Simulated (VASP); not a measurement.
# Lu (P6_3/mmc) in VASP: notebook

Lu is run at these levels: PBE; tasks: single point.

Program: VASP 6.6.1. These are calculated values, not measurements. Logs are shortened: lines on timing, memory, paths and dates and some standing lists are left out, and cuts for length are marked.

## (1) The cell of the first run

The structure is hexagonal, space group P6_3/mmc (No. 194). The conventional cell has a = 3.507 Å, b = 3.507 Å, c = 5.477 Å, α = 90.00°, β = 90.00°, γ = 120.00°. Lu (site symmetry -6m2) has 12 Lu at 3.41 to 3.51 Å within 4.5 Å.

## (2) Single point, PBE

Contents of INCAR:

```
SYSTEM = Lu
PREC     = Accurate       ! precision mode
ENCUT    = 520            ! plane-wave cutoff, eV
EDIFF    = 1E-7           ! SCF threshold, eV
ISMEAR   = 0              ! smearing method
SIGMA    = 0.1            ! smearing width, eV
LREAL    = .FALSE.        ! projectors in reciprocal space
LASPH    = .TRUE.         ! aspherical terms in the spheres
NELM     = 100            ! most SCF steps
ALGO     = Normal         ! electronic algorithm
ISIF     = 2              ! what is computed and relaxed
LWAVE    = .FALSE.        ! write WAVECAR
LCHARG   = .FALSE.        ! write CHGCAR
GGA      = PE             ! functional
NBANDS   = 32             ! bands
```

Contents of KPOINTS:

```
regular mesh
0
G
  10 10 6
  0 0 0
```

Contents of POSCAR:

```
Lu
1.0
    3.5070808964      0.0000000000      0.0000000000
   -1.7535404482      3.0372211494      0.0000000000
    0.0000000000      0.0000000000      5.4772888711
Lu
2
Direct
    0.3333333333      0.6666666667      0.2500000000
    0.6666666667      0.3333333333      0.7500000000
```

Potentials or basis: VASP PAW PBE potentials, release 64 (Lu).

Started as:

```
$ cat potpaw_PBE.64/Lu/POTCAR > POTCAR
$ mpirun -np 1 vasp_std > vasp.out
```

OUTCAR:

```text
SYSTEM = Lu
   PREC = Accurate
   ENCUT = 520
   EDIFF = 1E-7
   ISMEAR = 0
   LREAL = .FALSE.
   LASPH = .TRUE.
   NELM = 100
   ISIF = 2
   GGA = PE

 ion  position               nearest neighbor table
   1  0.333  0.667  0.250-   2 3.41   2 3.41   2 3.41   2 3.41   2 3.41   2 3.41
   2  0.667  0.333  0.750-   1 3.41   1 3.41   1 3.41   1 3.41   1 3.41   1 3.41

  LATTYP: Found a hexagonal cell.
 ALAT       =     3.5070808964
 C/A-ratio  =     1.5617800196

  Lattice vectors:

 A1 = (   3.5070808964,   0.0000000000,   0.0000000000)
 A2 = (  -1.7535404482,   3.0372211494,   0.0000000000)
 A3 = (   0.0000000000,   0.0000000000,   5.4772888711)

Analysis of symmetry for initial positions (statically):
=====================================================================
 Subroutine PRICEL returns:
 Original cell was already a primitive cell.

 Routine SETGRP: Setting up the symmetry group for a
 hexagonal supercell.

 Subroutine GETGRP returns: Found 24 space group operations
 (whereof 12 operations were pure point group operations)
 out of a pool of 24 trial point group operations.

The static configuration has the point symmetry D_3d.
 The point group associated with its full space group is D_6h.

Analysis of symmetry for dynamics (positions and initial velocities):
=====================================================================
 Subroutine PRICEL returns:
 Original cell was already a primitive cell.

 Routine SETGRP: Setting up the symmetry group for a
 hexagonal supercell.

 Subroutine GETGRP returns: Found 24 space group operations
 (whereof 12 operations were pure point group operations)
 out of a pool of 24 trial point group operations.

The dynamic configuration has the point symmetry D_3d.
 The point group associated with its full space group is D_6h.

 Subroutine INISYM returns: Found 24 space group operations
 (whereof 12 operations are pure point group operations),
 and found     1 'primitive' translations

----------------------------------------------------------------------------------------

                                     Primitive cell

  volume of cell :      58.3429

  direct lattice vectors                    reciprocal lattice vectors
     3.507080896  0.000000000  0.000000000     0.285137420  0.164624166  0.000000000
    -1.753540448  3.037221149  0.000000000     0.000000000  0.329248333  0.000000000
     0.000000000  0.000000000  5.477288871     0.000000000  0.000000000  0.182572076
[... 76 lines left out ...]
   ISTART =      0    job   : 0-new  1-cont  2-samecut
   ICHARG =      2    charge: 1-file 2-atom 10-const
   ISPIN  =      1    spin polarized calculation?
   LNONCOLLINEAR =      F non collinear calculations
   LSORBIT =      F    spin-orbit coupling
   LASPH  =      T    aspherical Exc in radial PAW
   ENCUT  =  520.0 eV  38.22 Ry    6.18 a.u.   6.52  6.52 10.18*2*pi/ulx,y,z
   NELM   =    100;   NELMIN=  2; NELMDL= -5     # of ELM steps
   EDIFF  = 0.1E-06   stopping-criterion for ELM
   LREAL  =      F    real-space projection
   EDIFFG = 0.1E-05   stopping-criterion for IOM
   NSW    =      0    number of steps for IOM
   IBRION =     -1    ionic relax: 0-MD 1-quasi-New 2-CG
   NFREE  =      0    steps in history (QN), initial steepest desc. (CG)
   ISIF   =      2    stress and relaxation
   ISYM   =      2    0-nonsym 1-usesym 2-fastsym
   POTIM  = 0.5000    time-step for ionic-motion
   TEBEG  =    0.0;   TEEND  =   0.0 temperature during run
   PSTRESS=    0.0 pullay stress
   NELECT =      50.0000    total number of electrons
   NUPDOWN=      -1.0000    fix difference up-down
   EMIN   =  10.00;   EMAX   =-10.00  energy-range for DOS
   EFERMI =   0.00;   METHOD = LEGACY
   ISMEAR =     0;   SIGMA  =   0.10  broadening in eV -4-tet -1-fermi 0-gaus
   EFERMI_NEDOS =   21; number of points for ismear=-14 and -15
   IALGO  =     38    algorithm
   IMIX   =      4    mixing-type and parameters
     AMIX     =   0.40;   BMIX     =  1.00
     AMIX_MAG =   1.60;   BMIX_MAG =  1.00
  volume/ion in A,a.u.               =      29.17       196.86
  Fermi-wavevector in a.u.,A,eV,Ry     =   1.555018  2.938559 32.900009  2.418082
  Thomas-Fermi vector in A             =   2.659020
   LORBIT       =      0    0 simple, 1 ext, 2 COOP (PROOUT), +10 PAW based schemes
   GGA     = PE    functional components
   LHFCALC =     F    Hartree Fock is set to
   AEXX    =    0.0000 exact exchange contribution
   IVDW    =     0    specifies the selected vdW correction
   LEPSILON=     F    determine dielectric tensor
   LRPA    =     F    only Hartree local field effects (RPA)
 non-spin polarized calculation
 Gauss-broadening in eV      SIGMA  =   0.10
  energy-cutoff  :      520.00
  volume of cell :       58.34
 maximum number of plane-waves:      1616
 NGX is ok and might be reduce to    28
   NGX = 13   NGY = 13   NGZ = 21

 number of electron      49.9999992 magnetization

 Free energy of the ion-electron system (eV)
  ---------------------------------------------------
  ext. energy  EPLUGINS =         0.00000000
  ---------------------------------------------------
  free energy    TOTEN  =        -9.05147271 eV

  energy without entropy =       -9.03618194  energy(sigma->0) =       -9.04382733

 E-fermi :   2.2048     XC(G=0): -10.6555

 val. band max:        2.1650562158   @ k =   0.2000   0.2000   0.3333
 cond. band min:       2.2344279937   @ k =   0.2000  -0.0000   0.1667
 fundamental gap:      0.0693717779
 Fermi energy:         2.2048275442

 k-point     1 :       0.0000    0.0000    0.0000
  band No.  band energies     occupation
      1     -53.9779      2.00000
      2     -53.9424      2.00000
      3     -24.9226      2.00000
      4     -24.4958      2.00000
      5     -24.4958      2.00000
      6     -24.4112      2.00000
[... 829 lines left out ...]
     31       7.9887      0.00000
     32       8.2503      0.00000

 [... further k-points ...]
[... 5 lines left out ...]
  --------------------------------------------------------------------------------------
  -------------------------------------------------------------------------------------
  Total        0.0183453      0.0183453     -0.1469379      0.0000000      0.0000000      0.0000000
  in kB        0.5037877      0.5037877     -4.0351213      0.0000000      0.0000000      0.0000000
  external PRESSURE =      -1.0091820 kB  Pullay stress =       0.0000000 kB

 VOLUME and BASIS-vectors are now :
 -----------------------------------------------------------------------------
  energy-cutoff  :      520.00
  volume of cell :       58.34
      direct lattice vectors                 reciprocal lattice vectors
     3.507080896  0.000000000  0.000000000     0.285137420  0.164624166  0.000000000
    -1.753540448  3.037221149  0.000000000     0.000000000  0.329248333  0.000000000
     0.000000000  0.000000000  5.477288871     0.000000000  0.000000000  0.182572076

 POSITION                                       TOTAL-FORCE (eV/Angst)
 -----------------------------------------------------------------------------------
     -0.00000      2.02481      1.36932         0.000000      0.000000      0.000000
      1.75354      1.01241      4.10797        -0.000000      0.000000      0.000000
 -----------------------------------------------------------------------------------
    total drift:                               -0.000000      0.000000     -0.000000

  FREE ENERGIE OF THE ION-ELECTRON SYSTEM (eV)
  ---------------------------------------------------
  free  energy   TOTEN  =        -9.0514727090 eV

  energy  without entropy=       -9.0361819423  energy(sigma->0) =       -9.04382733
```

Wall time 2.3 min (1 thread of Oxide Virtual Turin-like, shared host); peak memory 0.21 GiB.

Results:

```yaml
Free_energy: -9.0515 eV
Pressure: -0.1 GPa
Band_gap_on_the_k_mesh: zero (band 25 reaches 3.44 eV, above the bottom of band 26 at 1.60 eV)
```

Stress tensor (GPa, compression positive):
```
 0.05  0.00  0.00
 0.00  0.05  0.00
 0.00  0.00 -0.40
```

Caveat: spin-orbit coupling is left out, which moves the levels of the heavy elements.

## (3) Single point, PBE

Contents of INCAR:

```
SYSTEM = Lu
ALGO     = Normal         ! electronic algorithm
EDIFF    = 1E-7           ! SCF threshold, eV
ENCUT    = 520            ! plane-wave cutoff, eV
GGA      = PE             ! functional
ISIF     = 2              ! what is computed and relaxed
ISMEAR   = 0              ! smearing method
LASPH    = .TRUE.         ! aspherical terms in the spheres
LCHARG   = .FALSE.        ! write CHGCAR
LREAL    = .FALSE.        ! projectors in reciprocal space
LWAVE    = .FALSE.        ! write WAVECAR
NBANDS   = 32             ! bands
NELM     = 100            ! most SCF steps
PREC     = Accurate       ! precision mode
SIGMA    = 0.2            ! smearing width, eV
```

Contents of KPOINTS:

```
k-points
0
G
  10 10 6
  0 0 0
```

POSCAR is that of step 2.

Potentials or basis: VASP PAW PBE potentials, release 64 (Lu).

Started as:

```
$ cat potpaw_PBE.64/Lu/POTCAR > POTCAR
$ mpirun -np 1 vasp_std > vasp.out
```

It took 2.3 min on 1 thread of Oxide Virtual Turin-like, shared host; peak memory 0.2 GiB.

The run converged. Its results:

```
Free energy            : -9.0764 eV
Pressure               : 0.1 GPa
Band gap on the k mesh : zero (band 25 reaches 3.44 eV, above the bottom of band 26 at 1.60 eV)
```

Stress tensor (GPa, compression positive):
```
 0.09  0.00  0.00
 0.00  0.09  0.00
 0.00  0.00 -0.01
```

Levels at points of the mesh, in eV from the Fermi level:
```tsv
k point	band 21	band 22	band 23	band 24	band 25	band 26	band 27	band 28	band 29	band 30
(0.00, 0.00, 0.00)	-4.87	-4.85	-4.85	-2.38	0.67	2.20	2.20	2.63	2.94	2.94
(0.50, 0.00, 0.00)	-4.87	-4.86	-2.33	-1.38	-0.82	-0.35	1.61	1.86	2.41	6.15
(0.00, 0.00, 0.50)	-4.85	-4.85	-4.34	-4.34	1.23	1.23	2.10	2.10	2.10	2.10
(0.50, 0.00, 0.50)	-4.88	-4.88	-2.08	-2.08	0.11	0.11	1.38	1.38	3.36	3.36
```

Caveat: spin-orbit coupling is left out, which moves the levels of the heavy elements.

## (4) Single point, PBE

Contents of INCAR:

```
PREC = Accurate
ENCUT = 520
EDIFF = 1E-6
ISMEAR = 0
SIGMA = 0.3
LREAL = False
LASPH = True
NELM = 60
ALGO = Normal
ISIF = 2
LWAVE = False
LCHARG = True
GGA = PE
LELF = True
LVHAR = True
NBANDS = 32
```

Contents of KPOINTS:

```
Automatic mesh
0
Gamma
  10 10 6
```

POSCAR is that of step 3.

Started as:

```
$ cat potpaw_PBE.64/Lu/POTCAR > POTCAR
$ mpirun -np 1 vasp_std > vasp.out
```

It took 85 s on 1 thread of Oxide Virtual Turin-like, shared host; peak memory 0.2 GiB.

The run converged. Its results:

```yaml
Free_energy: -9.1182 eV
Pressure: 0.4 GPa
Band_gap_on_the_k_mesh: zero (band 25 reaches 3.43 eV, above the bottom of band 26 at 1.60 eV)
```

Stress tensor (GPa, compression positive):
```
0.37 0.00 0.00
0.00 0.37 0.00
0.00 0.00 0.55
```

Levels at points of the mesh, in eV from the Fermi level:
| k point | band 21 | band 22 | band 23 | band 24 | band 25 | band 26 | band 27 | band 28 | band 29 | band 30 |
| --- | --- | --- | --- | --- | --- | --- | --- | --- | --- | --- |
| (0.00, 0.00, 0.00) | -4.88 | -4.85 | -4.85 | -2.38 | 0.67 | 2.20 | 2.20 | 2.62 | 2.94 | 2.94 |
| (0.50, 0.00, 0.00) | -4.87 | -4.86 | -2.34 | -1.38 | -0.82 | -0.35 | 1.61 | 1.86 | 2.40 | 6.15 |
| (0.00, 0.00, 0.50) | -4.85 | -4.85 | -4.34 | -4.34 | 1.23 | 1.23 | 2.10 | 2.10 | 2.10 | 2.10 |
| (0.50, 0.00, 0.50) | -4.88 | -4.88 | -2.09 | -2.09 | 0.11 | 0.11 | 1.38 | 1.38 | 3.36 | 3.36 |

Caveat: spin-orbit coupling is left out, which moves the levels of the heavy elements.

## (5) The runs side by side

| smearing | gap on the mesh (eV) | pressure (GPa) |
| --- | --- | --- |
| gaussian 0.1 eV | none | -0.1 |
| gaussian 0.2 eV | none | 0.1 |
| gaussian 0.3 eV | none | 0.4 |

Alike in all rows: task single point; level PBE; potentials or basis VASP PAW PBE potentials, release 64 (Lu); no spin polarisation; cell as given; k mesh 10 × 10 × 6; cutoff (eV) 520.

Every run on the cell as given and a fine mesh finds a metal.

Caveats: spin-orbit coupling is left out, which moves the levels of the heavy elements.

Total energies depend on the potentials used, so only differences within one code and one set of settings carry meaning.
